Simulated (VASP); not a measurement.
The system is Ni.

```
Ni
1.0
     2.44802    0.00000    0.00000
    -1.22401    2.12005    0.00000
     0.00000    0.00000    4.07281
Ni
2
Direct
  0.66667 0.33333 0.75000
  0.33333 0.66667 0.25000
```

This isn't the form of Ni at room conditions, which is fcc.

Base run:

| Item | Value |
| --- | --- |
| Program | VASP 6.6.1 |
| Functional | PBE |
| Potentials or basis | VASP PAW PBE potentials, release 64 (Ni) |
| Cutoff | 520 eV |
| k mesh | 12 × 12 × 7 |
| Occupations | fermi-dirac, width 0.05 eV |
| Spin | collinear spin, ferrimagnetic start |
| Starting moments | [0.83, -0.38] μB |

Its results: pressure 7.1 GPa.

Problem. The run is repeated on the same cell with these changes: spin from collinear spin, ferrimagnetic start to no spin polarisation; further incar settings from ALGO = Fast; EDIFF = 1e-06; NBANDS = 21 to ALGO = Normal; EDIFF = 1e-07; NBANDS = 17. What comes out?

Solution. Pressure 5.9 GPa.

Caveats: the cell stands under pressure.
